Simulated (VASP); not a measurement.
# SrAl2Te3 (P6/mmm) in VASP: further runs, part 2 of 2

VASP 6.6.1.

### Step 3. Relaxation of cell and atoms, PBE

This run uses another cell than the first one, of 26.42 Å³/atom.

Contents of INCAR:

```
SYSTEM = SrAl2Te3
  ALGO = Normal
  EDIFF = 1E-6
  EDIFFG = -0.04
  ENCUT = 600
  GGA = PE
  IBRION = 2
  ISIF = 3
  ISMEAR = 0
  LASPH = .TRUE.
  LCHARG = .FALSE.
  LREAL = .FALSE.
  LWAVE = .FALSE.
  NELM = 100
  NSW = 90
  PREC = Accurate
  SIGMA = 0.1
```

Contents of KPOINTS:

```
k-points
0
G
  3 3 4
  0 0 0
```

Contents of POSCAR:

```
SrAl2Te3
1.0
    6.6984328664      0.0000000000      0.0000000000
   -3.3492164332      5.8010130278      0.0000000000
    0.0000000000      0.0000000000      4.0787955538
Sr Al Te
1 2 3
Direct
    0.0000000000      0.0000000000      0.0000000000
    0.3333333333      0.6666666667      0.0000000000
    0.6666666667      0.3333333333      0.0000000000
    0.5000000000      0.0000000000      0.5000000000
    0.5000000000      0.5000000000      0.5000000000
    0.0000000000      0.5000000000      0.5000000000
```

Potentials or basis: VASP PAW PBE potentials, release 64 (Sr_sv, Al, Te).

On the command line:

```console
$ cat potpaw_PBE.64/Sr_sv/POTCAR potpaw_PBE.64/Al/POTCAR potpaw_PBE.64/Te/POTCAR > POTCAR
$ mpirun -np 1 vasp_std > vasp.out
```

OUTCAR:

```text
SYSTEM = SrAl2Te3
   EDIFF = 1E-6
   EDIFFG = -0.04
   ENCUT = 600
   GGA = PE
   IBRION = 2
   ISIF = 3
   ISMEAR = 0
   LASPH = .TRUE.
   LREAL = .FALSE.
   NELM = 100
   NSW = 90
   PREC = Accurate

 ion  position               nearest neighbor table
   1  0.000  0.000  0.000-   2 3.87   3 3.87   2 3.87   3 3.87   3 3.87   2 3.87   5 3.92   6 3.92
                             5 3.92   6 3.92   6 3.92   6 3.92   5 3.92   5 3.92   4 3.92   4 3.92
   2  0.333  0.667  0.000-   4 2.81   4 2.81   6 2.81   6 2.81   5 2.81   5 2.81   1 3.87   1 3.87
                             1 3.87
   3  0.667  0.333  0.000-   4 2.81   4 2.81   6 2.81   6 2.81   5 2.81   5 2.81   1 3.87   1 3.87
                             1 3.87
   4  0.500  0.000  0.500-   2 2.81   3 2.81   2 2.81   3 2.81   5 3.35   6 3.35   5 3.35   6 3.35
                             1 3.92   1 3.92   1 3.92   1 3.92
   5  0.500  0.500  0.500-   2 2.81   3 2.81   2 2.81   3 2.81   4 3.35   4 3.35   6 3.35   6 3.35
                             1 3.92   1 3.92   1 3.92   1 3.92
   6  0.000  0.500  0.500-   2 2.81   3 2.81   2 2.81   3 2.81   4 3.35   4 3.35   5 3.35   5 3.35
                             1 3.92   1 3.92   1 3.92   1 3.92

  LATTYP: Found a hexagonal cell.
 ALAT       =     6.6984328664
 C/A-ratio  =     0.6089178820

  Lattice vectors:

 A1 = (   6.6984328664,   0.0000000000,   0.0000000000)
 A2 = (  -3.3492164332,   5.8010130278,   0.0000000000)
 A3 = (   0.0000000000,   0.0000000000,   4.0787955538)

Analysis of symmetry for initial positions (statically):
=====================================================================
 Subroutine PRICEL returns:
 Original cell was already a primitive cell.

 Routine SETGRP: Setting up the symmetry group for a
 hexagonal supercell.

 Subroutine GETGRP returns: Found 24 space group operations
 (whereof 24 operations were pure point group operations)
 out of a pool of 24 trial point group operations.

The static configuration has the point symmetry D_6h.

Analysis of symmetry for dynamics (positions and initial velocities):
=====================================================================
 Subroutine PRICEL returns:
 Original cell was already a primitive cell.

[... 127 lines left out ...]
   IVDW    =     0    specifies the selected vdW correction
   LEPSILON=     F    determine dielectric tensor
   LRPA    =     F    only Hartree local field effects (RPA)
 conjugate gradient relaxation of ions
 non-spin polarized calculation
 Gauss-broadening in eV      SIGMA  =   0.10
  energy-cutoff  :      600.00
  volume of cell :      158.49
 maximum number of plane-waves:      5332
 NGX is ok and might be reduce to    54
   NGX = 27   NGY = 27   NGZ = 17

--------------------------------------- Ionic step        1  -------------------------------------------

 number of electron      33.9999999 magnetization

 Free energy of the ion-electron system (eV)
  ---------------------------------------------------
  ext. energy  EPLUGINS =         0.00000000
  ---------------------------------------------------
  free energy    TOTEN  =       -19.02051391 eV

  energy without entropy =      -18.98680019  energy(sigma->0) =      -19.00365705

------------------------ aborting loop because EDIFF is reached ----------------------------------------

  FORCE on cell =-STRESS in cart. coord.  units (eV):
  Direction    XX          YY          ZZ          XY          YZ          ZX
  --------------------------------------------------------------------------------------
  -------------------------------------------------------------------------------------
  Total        8.4242445      8.4242445      4.8112098      0.0000000      0.0000000      0.0000000
  in kB       85.1593937     85.1593937     48.6357805      0.0000000      0.0000000      0.0000000
  external PRESSURE =      72.9848560 kB  Pullay stress =       0.0000000 kB
[... 227 lines left out ...]
--------------------------------------- Ionic step        7  -------------------------------------------

 number of electron      34.0000002 magnetization

 E-fermi :   4.9972     XC(G=0):  -8.7100

 val. band max:        4.9172171957   @ k =   0.0000   0.0000   0.5000
 cond. band min:       5.0502090697   @ k =   0.3333   0.0000   0.5000
 fundamental gap:      0.1329918739
 Fermi energy:         4.9971943811

 k-point     1 :       0.0000    0.0000    0.0000
  band No.  band energies     occupation
      1     -32.4656      2.00000
      2     -14.3809      2.00000
      3     -14.3809      2.00000
      4     -14.3105      2.00000
      5      -7.3376      2.00000
      6      -5.9032      2.00000
[... 284 lines left out ...]
--------------------------------------- Ionic step        9  -------------------------------------------

 number of electron      34.0000001 magnetization

 Free energy of the ion-electron system (eV)
  ---------------------------------------------------
  ext. energy  EPLUGINS =         0.00000000
  ---------------------------------------------------
  free energy    TOTEN  =       -20.04976322 eV

  energy without entropy =      -20.03811016  energy(sigma->0) =      -20.04393669

 E-fermi :   5.3779     XC(G=0):  -8.8647

 val. band max:        5.2659353669   @ k =   0.0000   0.0000   0.5000
 cond. band min:       5.4230766224   @ k =   0.3333   0.0000   0.5000
 fundamental gap:      0.1571412555
 Fermi energy:         5.3779497459

 k-point     1 :       0.0000    0.0000    0.0000
  band No.  band energies     occupation
      1     -31.9852      2.00000
      2     -13.9104      2.00000
      3     -13.9104      2.00000
      4     -13.8134      2.00000
      5      -7.2123      2.00000
      6      -5.6793      2.00000
[... 238 lines left out ...]
  FREE ENERGIE OF THE ION-ELECTRON SYSTEM (eV)
  ---------------------------------------------------
  free  energy   TOTEN  =       -20.0497632180 eV

  energy  without entropy=      -20.0381101647  energy(sigma->0) =      -20.04393669

 reached required accuracy - stopping structural energy minimisation
```

OSZICAR:

```text
N       E                     dE             d eps       ncg     rms          rms(c)
DAV:   1     0.174028429929E+03    0.17403E+03   -0.14983E+04   378   0.153E+03
DAV:   2    -0.382040017585E+01   -0.17785E+03   -0.17271E+03   470   0.237E+02
DAV:   3    -0.186729860673E+02   -0.14853E+02   -0.14516E+02   522   0.595E+01
[... 89 lines left out ...]
DAV:   3    -0.200502041346E+02    0.28380E-02   -0.47881E-03   537   0.319E-01    0.165E-01
DAV:   4    -0.200497130544E+02    0.49108E-03   -0.18042E-03   609   0.154E-01    0.137E-01
DAV:   5    -0.200497567060E+02   -0.43652E-04   -0.26088E-04   632   0.638E-02    0.594E-02
DAV:   6    -0.200497641605E+02   -0.74545E-05   -0.79127E-05   611   0.353E-02    0.968E-03
DAV:   7    -0.200497632180E+02    0.94251E-06   -0.33464E-06   434   0.918E-03
   9 F= -.20049763E+02 E0= -.20043937E+02  d E =-.419465E-01
```

Run time: 5.1 min. Hardware: 1 thread of Intel Xeon Platinum 8259CL at 2.50GHz (Skylake/Cascade Lake), shared host; peak memory 0.35 GiB.

What came out:

- Free energy: -20.0498 eV
- Relaxed volume: 30.87 Å³/atom
- Relaxed cell: a = 7.436 Å, b = 7.436 Å, c = 3.868 Å, α = 90.00°, β = 90.00°, γ = 120.00°
- Space group after relaxing (to 0.1 Å): P6/mmm (No. 191)
- Energy gained by relaxing: 171.5 meV/atom
- Ionic steps: 9
- Pressure after relaxing: 0.0 GPa
- Band gap on the k mesh: zero (bands 17 and 18 overlap by 1.93 eV)

Step by step:
| step | energy change (eV) | largest force (eV/Å) | pressure (GPa) | volume (Å³) |
| --- | --- | --- | --- | --- |
| 1 | 0.0000 | 0.0000 | 7.30 | 158.49 |
| 2 | -0.5979 | 0.0000 | -0.79 | 187.68 |
| 3 | -0.5981 | 0.0000 | -0.67 | 187.07 |
| 4 | -0.8860 | 0.0000 | -1.16 | 190.41 |
| 5 | -0.4874 | 0.0000 | -0.67 | 197.32 |
| 6 | -0.9852 | 0.0000 | -1.59 | 193.42 |
| 7 | -0.9873 | 0.0000 | -1.52 | 192.89 |
| 8 | -1.0262 | 0.0000 | 0.40 | 183.31 |
| 9 | -1.0292 | 0.0000 | -0.04 | 185.21 |

Final structure:
```yaml
crystal:
  lattice:
    - [7.43609, 0.00000, 0.00000]
    - [-3.71805, 6.43984, 0.00000]
    - [0.00000, 0.00000, 3.86767]
  atoms:
    - { symbol: Sr, position: [0.00000, 0.00000, 0.00000] }
    - { symbol: Al, position: [0.33333, 0.66667, 0.00000] }
    - { symbol: Al, position: [0.66667, 0.33333, 0.00000] }
    - { symbol: Te, position: [0.50000, 0.00000, 0.50000] }
    - { symbol: Te, position: [0.50000, 0.50000, 0.50000] }
    - { symbol: Te, position: [0.00000, 0.50000, 0.50000] }
```

Levels at points of the mesh, in eV from the Fermi level:
```tsv
k point	band 14	band 15	band 16	band 17	band 18	band 19	band 20	band 21
(0.00, 0.00, 0.00)	-0.96	-0.93	-0.55	-0.46	-0.46	1.40	1.45	1.45
(0.00, 0.00, 0.50)	-3.31	-0.11	-0.11	0.09	0.37	0.37	1.31	1.95
```

Caveat: the k points lie up to 0.41 Å⁻¹ apart in the final cell, too coarse for converged energies and pressures of a metal; the volume moved by over 15 % at a fixed basis, so the end points are rough; spin-orbit coupling is left out, which moves the levels of the heavy elements.

### Step 4. Single point, PBE

This run uses another cell than the first one, of 30.88 Å³/atom.

Contents of INCAR:

```
SYSTEM = SrAl2Te3
  PREC = Accurate
  ENCUT = 520
  EDIFF = 1E-6
  ISMEAR = 0
  SIGMA = 0.1
  LREAL = .FALSE.
  LASPH = .TRUE.
  NELM = 60
  ALGO = Normal
  ISIF = 2
  LWAVE = .FALSE.
  LCHARG = .TRUE.
  GGA = PE
  LELF = .TRUE.
  LVHAR = .TRUE.
  NBANDS = 26
```

Contents of KPOINTS:

```
Automatic mesh
0
G
  6 6 10
  0 0 0
```

POSCAR: that of step 3 with these lines changed.

```diff
@@ -2,5 +2,5 @@
 1.0
-    6.6984328664      0.0000000000      0.0000000000
-   -3.3492164332      5.8010130278      0.0000000000
-    0.0000000000      0.0000000000      4.0787955538
+    7.5022151626      0.0000000000      0.0000000000
+   -3.7511075813      6.4971089155      0.0000000000
+    0.0000000000      0.0000000000      3.8011050944
 Sr Al Te
```

On the command line:

```console
$ cat potpaw_PBE.64/Sr_sv/POTCAR potpaw_PBE.64/Al/POTCAR potpaw_PBE.64/Te/POTCAR > POTCAR
$ mpirun -np 1 vasp_std > vasp.out
```

Run time: 3 min. Hardware: 1 thread of Intel Xeon Platinum 8259CL at 2.50GHz (Skylake/Cascade Lake), shared host; peak memory 0.42 GiB.

The run converged. Its results:

- Free energy: -20.2812 eV
- Pressure: 0.1 GPa
- Band gap on the k mesh: zero (bands 17 and 18 overlap by 2.10 eV)

Levels at points of the mesh, in eV from the Fermi level:
| k point | band 13 | band 14 | band 15 | band 16 | band 17 | band 18 | band 19 | band 20 | band 21 | band 22 |
| --- | --- | --- | --- | --- | --- | --- | --- | --- | --- | --- |
| (0.00, 0.00, 0.00) | -1.15 | -1.15 | -0.89 | -0.64 | -0.32 | -0.32 | 1.39 | 1.47 | 1.47 | 2.53 |
| (0.50, 0.00, 0.00) | -1.61 | -1.09 | -1.03 | -0.34 | -0.17 | 0.29 | 1.49 | 2.17 | 2.26 | 3.19 |
| (0.00, 0.00, 0.50) | -3.23 | -3.23 | -0.22 | -0.22 | 0.08 | 0.35 | 0.35 | 1.33 | 1.95 | 2.65 |
| (0.50, 0.00, 0.50) | -2.35 | -2.06 | -2.04 | -1.93 | -0.45 | 0.00 | 0.78 | 0.88 | 1.12 | 2.33 |

Caveat: spin-orbit coupling is left out, which moves the levels of the heavy elements.

### Step 5. Relaxation of cell and atoms, PBE

Contents of INCAR:

```
PREC = Accurate
ENCUT = 600
EDIFF = 1E-6
ISMEAR = 0
SIGMA = 0.1
LREAL = False
LASPH = True
NELM = 100
ALGO = Normal
ISIF = 3
LWAVE = False
LCHARG = False
GGA = PE
IBRION = 2
NSW = 100
EDIFFG = -0.01
```

Contents of KPOINTS:

```
regular mesh
0
Gamma
  6 6 10
```

POSCAR: that of step 4 with these lines changed.

```diff
@@ -2,5 +2,5 @@
 1.0
-    7.5022151626      0.0000000000      0.0000000000
-   -3.7511075813      6.4971089155      0.0000000000
-    0.0000000000      0.0000000000      3.8011050944
+    7.4031984151      0.0000000000      0.0000000000
+   -3.7015992075      6.4113578967      0.0000000000
+    0.0000000000      0.0000000000      3.8721104426
 Sr Al Te
```

On the command line:

```console
$ cat potpaw_PBE.64/Sr_sv/POTCAR potpaw_PBE.64/Al/POTCAR potpaw_PBE.64/Te/POTCAR > POTCAR
$ mpirun -np 1 vasp_std > vasp.out
```

Run time: 6.8 min. Hardware: 1 thread of Intel Xeon Platinum 8259CL at 2.50GHz (Skylake/Cascade Lake), shared host; peak memory 0.49 GiB.

The run converged. Its results:

| Quantity | Value |
| --- | --- |
| Free energy | -20.2812 eV |
| Relaxed volume | 30.93 Å³/atom |
| Relaxed cell | a = 7.507 Å, b = 7.507 Å, c = 3.803 Å, α = 90.00°, β = 90.00°, γ = 120.00° |
| Space group after relaxing (to 0.1 Å) | P6/mmm (No. 191) |
| Energy gained by relaxing | 7.1 meV/atom |
| Ionic steps | 4 |
| Pressure after relaxing | 0.0 GPa |
| Band gap on the k mesh | zero (bands 17 and 18 overlap by 2.09 eV) |

The path:
| step | energy change (eV) | largest force (eV/Å) | pressure (GPa) | volume (Å³) |
| --- | --- | --- | --- | --- |
| 1 | 0.0000 | 0.0000 | 0.09 | 183.79 |
| 2 | -0.0416 | 0.0000 | 0.28 | 184.17 |
| 3 | -0.0416 | 0.0000 | 0.28 | 184.17 |
| 4 | -0.0427 | 0.0000 | -0.03 | 185.60 |

Final structure:
```yaml
crystal:
  lattice:
    - [7.50657, 0.00000, 0.00000]
    - [-3.75328, 6.50088, 0.00000]
    - [0.00000, 0.00000, 3.80332]
  atoms:
    - { symbol: Sr, position: [0.00000, 0.00000, 0.00000] }
    - { symbol: Al, position: [0.33333, 0.66667, 0.00000] }
    - { symbol: Al, position: [0.66667, 0.33333, 0.00000] }
    - { symbol: Te, position: [0.50000, 0.00000, 0.50000] }
    - { symbol: Te, position: [0.50000, 0.50000, 0.50000] }
    - { symbol: Te, position: [0.00000, 0.50000, 0.50000] }
```

Levels at points of the mesh, in eV from the Fermi level:
| k point | band 13 | band 14 | band 15 | band 16 | band 17 | band 18 | band 19 | band 20 | band 21 |
| --- | --- | --- | --- | --- | --- | --- | --- | --- | --- |
| (0.00, 0.00, 0.00) | -1.14 | -1.14 | -0.90 | -0.63 | -0.32 | -0.32 | 1.39 | 1.47 | 1.47 |
| (0.50, 0.00, 0.00) | -1.60 | -1.09 | -1.03 | -0.34 | -0.17 | 0.29 | 1.49 | 2.16 | 2.26 |
| (0.00, 0.00, 0.50) | -3.23 | -3.23 | -0.22 | -0.22 | 0.08 | 0.35 | 0.35 | 1.33 | 1.95 |
| (0.50, 0.00, 0.50) | -2.35 | -2.06 | -2.03 | -1.93 | -0.45 | 0.00 | 0.79 | 0.88 | 1.12 |

Caveat: spin-orbit coupling is left out, which moves the levels of the heavy elements.

### Step 6. Overview

| task | cell | k mesh | cutoff (eV) | gap on the mesh (eV) | pressure (GPa) | relaxed volume (Å³/atom) |
| --- | --- | --- | --- | --- | --- | --- |
| single point | a = 7.403, b = 7.403, c = 3.872 Å, angles 90.0, 90.0, 120.0°, 6 atoms | 3 × 3 × 4 | 520 | none | 0.3 | - |
| relaxation of cell and atoms | relaxed from a = 6.698, b = 6.698, c = 4.079 Å, angles 90.0, 90.0, 120.0°, 6 atoms | 3 × 3 × 4 | 600 | none | 0.0 | 30.87 |
| single point | a = 7.502, b = 7.502, c = 3.801 Å, angles 90.0, 90.0, 120.0°, 6 atoms | 6 × 6 × 10 | 520 | none | 0.1 | - |
| relaxation of cell and atoms | relaxed from a = 7.403, b = 7.403, c = 3.872 Å, angles 90.0, 90.0, 120.0°, 6 atoms | 6 × 6 × 10 | 600 | none | 0.0 | 30.93 |

Alike in all rows: level PBE; potentials or basis VASP PAW PBE potentials, release 64 (Sr_sv, Al, Te); no spin polarisation; smearing gaussian 0.1 eV.

Caveats: some runs use coarse meshes; spin-orbit coupling is left out, which moves the levels of the heavy elements; the volume moved by over 15 % at a fixed basis, so the end points are rough (at least some runs).

Absolute energies hang on the potentials; compare differences alone.
